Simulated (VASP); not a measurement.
Zr, 2 atoms in the cell. The structure is cubic, space group Fd-3m (No. 227). The conventional cell has a = 5.928 Å, b = 5.928 Å, c = 5.928 Å, α = 90.00°, β = 90.00°, γ = 90.00°. Within 3.4 Å of Zr (site symmetry -43m) lie 4 Zr at 2.57 Å. This isn't the form of Zr at room conditions, which is hcp.

| Item | Value |
| --- | --- |
| Program | VASP 6.6.1 |
| Task | single point |
| Functional | PBE |
| Potentials or basis | VASP PAW PBE potentials, release 64 (Zr_sv) |
| Cutoff | 520 eV |
| k mesh | 11 × 11 × 11 |
| Occupations | fermi-dirac, width 0.08 eV |
| Spin | no spin polarisation |
| Dipole correction | no |
| k mesh for the DOS | 17 × 17 × 17 |
| Occupations for the DOS | tetrahedron |
| Further INCAR settings | ALGO = Normal; EDIFF = 1e-06 |

Potentials or basis: VASP PAW PBE potentials, release 64 (Zr_sv).

Run with:

```bash
$ cat potpaw_PBE.64/Zr_sv/POTCAR > POTCAR
$ cp INCAR.step1 INCAR
$ cp KPOINTS.step1 KPOINTS
$ mpirun -np 1 vasp_std > vasp.out
$ cp INCAR.step2 INCAR
$ cp KPOINTS.step2 KPOINTS
$ mpirun -np 1 vasp_std > vasp.out
```

Hardware: 1 thread of Intel(R) Xeon(R) 6975P-C (Granite Rapids), with other jobs on the host.

Q: How long does it take, and how much memory?

A: Wall time 47 s on 1 thread of Intel(R) Xeon(R) 6975P-C (Granite Rapids), on a shared host, peak memory 0.25 GiB. Counts: k points 165.
